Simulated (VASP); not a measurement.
Al2Cu: relaxation of cell and atoms with PBE

Al2Cu:

```
Al Cu
1.0
     3.22842    0.00000    0.00000
    -1.61421    2.79589    0.00000
     0.00000    0.00000    4.75234
Al Cu
2 1
Direct
  0.33333 0.66667 0.80021
  0.66667 0.33333 0.19980
  0.00000 0.00000 0.50000
```

* Program: VASP 6.6.1
* Task: relaxation of cell and atoms
* Functional: PBE
* Potentials or basis: VASP PAW PBE potentials, release 64 (Al, Cu)
* Cutoff: 600 eV
* k mesh: 7 × 7 × 4
* Occupations: gaussian, width 0.2 eV
* Spin: no spin polarisation
* Dipole correction: no
* Further INCAR settings: ALGO = Fast; EDIFF = 1e-07; IBRION = 2; EDIFFG = -0.08; NSW = 36; ISIF = 3

```json
{
  "Relaxed volume": "14.70 Å³/atom",
  "Relaxed cell": "a = 2.856 Å, b = 2.856 Å, c = 6.241 Å, α = 90.00°, β = 90.00°, γ = 120.00°",
  "Space group after relaxing (to 0.05 Å)": "P-3m1 (No. 164)",
  "Energy gained by relaxing": "441.3 meV/atom",
  "Ionic steps": "10",
  "Pressure after relaxing": "0.3 GPa",
  "Largest force after relaxing": "0.021 eV/Å"
}
```

Forces on the atoms (eV/Å):
```
Al   0.000  0.000 -0.021
Al   0.000  0.000  0.021
Cu   0.000  0.000  0.000
```

Stress tensor (GPa, compression positive):
```
 0.81  0.00  0.00
 0.00  0.81  0.00
 0.00  0.00 -0.84
```

Step by step:
```tsv
step	energy change (eV)	largest force (eV/Å)	pressure (GPa)	volume (Å³)
1	0.0000	0.4825	19.16	42.90
2	-0.5115	0.1342	-5.57	54.33
3	-0.5422	0.0497	-2.19	51.67
4	-0.7407	0.1075	-3.62	51.35
5	-1.1197	0.7215	-6.66	49.42
6	-1.2606	0.7335	-1.95	45.56
7	-1.2717	0.6925	1.66	43.56
8	-1.2754	0.7074	0.64	44.15
9	-1.3103	0.3717	0.34	44.12
10	-1.3240	0.0209	0.26	44.09
```

Final structure:
```
CELL_PARAMETERS angstrom
2.85617 0.00000 0.00000
-1.42809 2.47352 0.00000
0.00000 0.00000 6.24071
ATOMIC_POSITIONS crystal
Al 0.33333 0.66667 0.82083
Al 0.66667 0.33333 0.17917
Cu 0.00000 0.00000 0.50000
```

Levels at points of the mesh, in eV from the Fermi level:
| k point | band 5 | band 6 | band 7 | band 8 | band 9 | band 10 | band 11 | band 12 |
| --- | --- | --- | --- | --- | --- | --- | --- | --- |
| (0.00, 0.00, 0.00) | -3.29 | -3.29 | -3.01 | -3.01 | 3.93 | 5.59 | 11.34 | 11.34 |
| (0.00, 0.00, 0.50) | -3.29 | -3.01 | -3.01 | -2.73 | -0.36 | 11.50 | 11.50 | 11.96 |

Wall time 3.7 min on 1 thread of Intel(R) Xeon(R) Platinum 8259CL CPU @ 2.50GHz (Skylake/Cascade Lake) (shared host), peak memory 0.19 GiB.

Caveat: the relaxation stopped at a loose force limit of 0.08 eV/Å, so its end isn't a converged minimum.
